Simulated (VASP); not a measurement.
Crystal: AlN.

```
Al N
1.0
     3.11381    0.00000    0.00000
    -1.55691    2.69664    0.00000
     0.00000    0.00000    4.98339
Al N
2 2
Direct
  0.33333 0.66667 0.99900
  0.66667 0.33333 0.49900
  0.33333 0.66667 0.38100
  0.66667 0.33333 0.88100
```

Base run:

| Item | Value |
| --- | --- |
| Program | VASP 6.6.1 |
| Functional | HSE06 |
| Potentials or basis | VASP PAW PBE potentials, release 64 (Al, N) |
| Cutoff | 520 eV |
| k mesh | 6 × 6 × 4 |
| Occupations | gaussian, width 0.01 eV |
| Spin | no spin polarisation |

Its results: band gap on the k mesh 5.53 eV, direct; pressure -2.0 GPa.

Task: The run is repeated on the same cell with these changes: functional from HSE06 to PBEsol; cutoff from 520 eV to 600 eV; occupations from gaussian, width 0.01 eV to gaussian, width 0.02 eV. What comes out?

Result: Band gap on the k mesh 4.11 eV, direct; pressure -0.2 GPa.

Caveats: the PAW data sets were made with another functional, which shifts forces and pressure a little.

